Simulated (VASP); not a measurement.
# TiPt3 in VASP: notebook

Runs on TiPt3. Level: PBEsol. Tasks: single point.

All numbers are computed with VASP 6.6.1; they aren't measurements. Logs are shortened: lines on timing, memory, paths and dates and some standing lists are left out, and cuts for length are marked.

### 1 The cell of the first run

The typed cell holds 4 atoms: a = 3.899 Å, b = 3.899 Å, c = 3.900 Å, α = 90.00°, β = 89.14°, γ = 90.00°.

### 2 Single point, PBEsol (shear of c along a, cell held: +1.5 %)

INCAR

```
SYSTEM = TiPt3
ALGO = Fast ; EDIFF = 1E-6
ENCUT = 520 ; GGA = PS
ISIF = 2 ; ISMEAR = 0
LASPH = .True. ; LCHARG = .False.
LREAL = .False. ; LWAVE = .False.
NBANDS = 29 ; NELM = 100
PREC = Accurate ; SIGMA = 0.1
```

KPOINTS

```
k-points
0
Gamma
  14 14 14
  0 0 0
```

POSCAR

```
TiPt3
1.0
    3.8993537252      0.0000000000      0.0000000000
    0.0000000000      3.8993537252      0.0000000000
    0.0584903059      0.0000000000      3.8993537252
Ti Pt
1 3
Direct
    0.0000000000      0.0000000000      0.0000000000
    0.0000000000      0.5000000000      0.5000000000
    0.5000000000      0.0000000000      0.5000000000
    0.5000000000      0.5000000000      0.0000000000
```

Potentials or basis: VASP PAW PBE potentials, release 64 (Ti_sv, Pt).

Started as:

```sh
$ cat potpaw_PBE.64/Ti_sv/POTCAR potpaw_PBE.64/Pt/POTCAR > POTCAR
$ mpirun -np 1 vasp_std > vasp.out
```

OUTCAR:

```text
SYSTEM = TiPt3
   EDIFF = 1E-6
   ENCUT = 520
   GGA = PS
   ISIF = 2
   ISMEAR = 0
   LASPH = .True.
   LREAL = .False.
   NELM = 100
   PREC = Accurate

 ion  position               nearest neighbor table
   1  0.000  0.000  0.000-   3 2.74   3 2.74   4 2.76   4 2.76   4 2.76   4 2.76   2 2.76   2 2.76
                             2 2.76   2 2.76   3 2.78   3 2.78
   2  0.000  0.500  0.500-   4 2.74   4 2.74   3 2.76   3 2.76   3 2.76   3 2.76   1 2.76   1 2.76
                             1 2.76   1 2.76   4 2.78   4 2.78
   3  0.500  0.000  0.500-   1 2.74   1 2.74   2 2.76   2 2.76   2 2.76   2 2.76   4 2.76   4 2.76
                             4 2.76   4 2.76   1 2.78   1 2.78
   4  0.500  0.500  0.000-   2 2.74   2 2.74   1 2.76   1 2.76   1 2.76   1 2.76   3 2.76   3 2.76
                             3 2.76   3 2.76   2 2.78   2 2.78

  LATTYP: Found a simple monoclinic cell.
 ALAT       =     3.8993537252
 B/A-ratio  =     1.0000000000
 C/A-ratio  =     1.0001124937
 COS(beta)  =    -0.0149983128

  Lattice vectors:

 A1 = (   3.8993537252,   0.0000000000,   0.0000000000)
 A2 = (   0.0000000000,  -3.8993537252,   0.0000000000)
 A3 = (  -0.0584903059,   0.0000000000,  -3.8993537252)

Analysis of symmetry for initial positions (statically):
=====================================================================
 Subroutine PRICEL returns:
 Original cell was already a primitive cell.

 Routine SETGRP: Setting up the symmetry group for a
 simple monoclinic supercell.

 Subroutine GETGRP returns: Found  4 space group operations
 (whereof  4 operations were pure point group operations)
 out of a pool of  4 trial point group operations.

The static configuration has the point symmetry C_2h.

Analysis of symmetry for dynamics (positions and initial velocities):
=====================================================================
 Subroutine PRICEL returns:
 Original cell was already a primitive cell.

 Routine SETGRP: Setting up the symmetry group for a
 simple monoclinic supercell.

 Subroutine GETGRP returns: Found  4 space group operations
 (whereof  4 operations were pure point group operations)
 out of a pool of  4 trial point group operations.

The dynamic configuration has the point symmetry C_2h.

 Subroutine INISYM returns: Found  4 space group operations
 (whereof  4 operations are pure point group operations),
 and found     1 'primitive' translations

----------------------------------------------------------------------------------------
[... 99 lines left out ...]
   EDIFFG = 0.1E-04   stopping-criterion for IOM
   NSW    =      0    number of steps for IOM
   IBRION =     -1    ionic relax: 0-MD 1-quasi-New 2-CG
   NFREE  =      0    steps in history (QN), initial steepest desc. (CG)
   ISIF   =      2    stress and relaxation
   ISYM   =      2    0-nonsym 1-usesym 2-fastsym
   POTIM  = 0.5000    time-step for ionic-motion
   TEBEG  =    0.0;   TEEND  =   0.0 temperature during run
   PSTRESS=    0.0 pullay stress
   NELECT =      42.0000    total number of electrons
   NUPDOWN=      -1.0000    fix difference up-down
   EMIN   =  10.00;   EMAX   =-10.00  energy-range for DOS
   EFERMI =   0.00;   METHOD = LEGACY
   ISMEAR =     0;   SIGMA  =   0.10  broadening in eV -4-tet -1-fermi 0-gaus
   EFERMI_NEDOS =   21; number of points for ismear=-14 and -15
   IALGO  =     68    algorithm
   IMIX   =      4    mixing-type and parameters
     AMIX     =   0.40;   BMIX     =  1.00
     AMIX_MAG =   1.60;   BMIX_MAG =  1.00
  volume/ion in A,a.u.               =      14.82       100.03
  Fermi-wavevector in a.u.,A,eV,Ry     =   1.459370  2.757809 28.977139  2.129760
  Thomas-Fermi vector in A             =   2.575945
   LORBIT       =      0    0 simple, 1 ext, 2 COOP (PROOUT), +10 PAW based schemes
   GGA     = PS    functional components
   LHFCALC =     F    Hartree Fock is set to
   AEXX    =    0.0000 exact exchange contribution
   IVDW    =     0    specifies the selected vdW correction
   LEPSILON=     F    determine dielectric tensor
   LRPA    =     F    only Hartree local field effects (RPA)
 non-spin polarized calculation
 RMM-DIIS sequential band-by-band and
 Gauss-broadening in eV      SIGMA  =   0.10
  energy-cutoff  :      520.00
  volume of cell :       59.29
 maximum number of plane-waves:      1622
 NGX is ok and might be reduce to    30
   NGX = 15   NGY = 15   NGZ = 15

 number of electron      41.9999997 magnetization

 Free energy of the ion-electron system (eV)
  ---------------------------------------------------
  ext. energy  EPLUGINS =         0.00000000
  ---------------------------------------------------
  free energy    TOTEN  =       -32.75485146 eV

  energy without entropy =      -32.74922195  energy(sigma->0) =      -32.75203670

 E-fermi :  11.6743     XC(G=0): -13.4125

 val. band max:       11.6740554197   @ k =   0.1429   0.5000   0.1429
 cond. band min:      11.6894354530   @ k =   0.4286   0.5000   0.5000
 fundamental gap:      0.0153800333
 Fermi energy:        11.6743045258

 k-point     1 :       0.0000    0.0000    0.0000
  band No.  band energies     occupation
      1     -46.2823      2.00000
      2     -22.6043      2.00000
      3     -22.6019      2.00000
      4     -22.5997      2.00000
      5       1.4028      2.00000
      6       4.2402      2.00000
[... 757 lines left out ...]
     28      18.0526      0.00000
     29      20.2482      0.00000

 [... further k-points ...]

------------------------ aborting loop because EDIFF is reached ----------------------------------------

  FORCE on cell =-STRESS in cart. coord.  units (eV):
  Direction    XX          YY          ZZ          XY          YZ          ZX
  --------------------------------------------------------------------------------------
  -------------------------------------------------------------------------------------
  Total       -0.0664361     -0.1088808     -0.0481233      0.0000000      0.0000000     -0.8623436
  in kB       -1.7953000     -2.9422808     -1.3004330      0.0000000      0.0000000    -23.3030647
  external PRESSURE =      -2.0126712 kB  Pullay stress =       0.0000000 kB

 VOLUME and BASIS-vectors are now :
 -----------------------------------------------------------------------------
  energy-cutoff  :      520.00
  volume of cell :       59.29
      direct lattice vectors                 reciprocal lattice vectors
     3.899353725  0.000000000  0.000000000     0.256452754  0.000000000 -0.003846791
     0.000000000  3.899353725  0.000000000     0.000000000  0.256452754  0.000000000
     0.058490306  0.000000000  3.899353725     0.000000000  0.000000000  0.256452754

 POSITION                                       TOTAL-FORCE (eV/Angst)
 -----------------------------------------------------------------------------------
      0.00000      0.00000      0.00000        -0.000000      0.000000      0.000000
      0.02925      1.94968      1.94968         0.000000      0.000000      0.000000
      1.97892      0.00000      1.94968        -0.000000      0.000000      0.000000
      1.94968      1.94968      0.00000         0.000000      0.000000      0.000000
 -----------------------------------------------------------------------------------
    total drift:                               -0.000000      0.000000     -0.000000

  FREE ENERGIE OF THE ION-ELECTRON SYSTEM (eV)
  ---------------------------------------------------
  free  energy   TOTEN  =       -32.7548514568 eV

  energy  without entropy=      -32.7492219513  energy(sigma->0) =      -32.75203670
```

Run time: 24 min. Hardware: 1 thread of Intel Xeon 6975P-C (Granite Rapids), shared host; peak memory 1.1 GiB.

Results:

| Property | Result |
| --- | --- |
| Free energy | -32.7549 eV |
| Pressure | -0.2 GPa |
| Band gap on the k mesh | zero (bands 21 and 22 overlap by 1.84 eV) |

Caveat: the cell differs from its parent crystal (shear of c along a, cell held: +1.5 %); the PAW data sets were made with another functional, which shifts forces and pressure a little; spin-orbit coupling is left out, which moves the levels of the heavy elements.

### 3 Single point, PBEsol (shear of c along a, cell held: +3.0 %)

Edit INCAR of step 2 so:

```diff
@@ -6,3 +6,3 @@
 LREAL = .False. ; LWAVE = .False.
-NBANDS = 29 ; NELM = 100
+NBANDS = 29 ; NELM = 80
 PREC = Accurate ; SIGMA = 0.1
```

KPOINTS is that of step 2.

Edit POSCAR of step 2 so:

```diff
@@ -4,3 +4,3 @@
     0.0000000000      3.8993537252      0.0000000000
-    0.0584903059      0.0000000000      3.8993537252
+    0.1169806118      0.0000000000      3.8993537252
 Ti Pt
```

Potentials or basis: VASP PAW PBE potentials, release 64 (Ti_sv, Pt).

Started as:

```sh
$ cat potpaw_PBE.64/Ti_sv/POTCAR potpaw_PBE.64/Pt/POTCAR > POTCAR
$ mpirun -np 1 vasp_std > vasp.out
```

It took 77 min on 1 thread of Intel Xeon 8259CL, shared host; peak memory 1.1 GiB.

The run converged. Its results:

```yaml
Free_energy: -32.7355 eV
Pressure: 0.0 GPa
Band_gap_on_the_k_mesh: zero (bands 21 and 22 overlap by 1.84 eV)
```

Stress tensor (GPa, compression positive):
```
 0.10  0.00 -4.67
 0.00 -0.36  0.00
-4.67  0.00  0.29
```

Levels at points of the mesh, in eV from the Fermi level:
```tsv
k point	band 19	band 20	band 21	band 22	band 23	band 24
(0.00, 0.00, 0.00)	0.05	0.06	1.39	1.41	1.53	1.54
(0.50, 0.00, 0.00)	-2.62	-1.37	-0.21	-0.21	0.05	0.45
(0.00, 0.50, 0.00)	-2.53	-1.36	-0.31	-0.11	0.05	0.45
(0.50, 0.50, 0.00)	-2.48	-2.30	-2.27	0.21	0.21	0.36
(0.00, 0.00, 0.50)	-2.62	-1.37	-0.21	-0.21	0.05	0.45
(0.50, 0.00, 0.50)	-2.48	-2.37	-2.18	0.14	0.29	0.37
(0.00, 0.50, 0.50)	-2.48	-2.30	-2.27	0.21	0.21	0.36
(0.50, 0.50, 0.50)	-0.68	-0.58	-0.57	-0.45	-0.33	1.10
```

Caveat: the cell differs from its parent crystal (shear of c along a, cell held: +3.0 %); the PAW data sets were made with another functional, which shifts forces and pressure a little; spin-orbit coupling is left out, which moves the levels of the heavy elements.

(Part 1 of 2 ends here.)
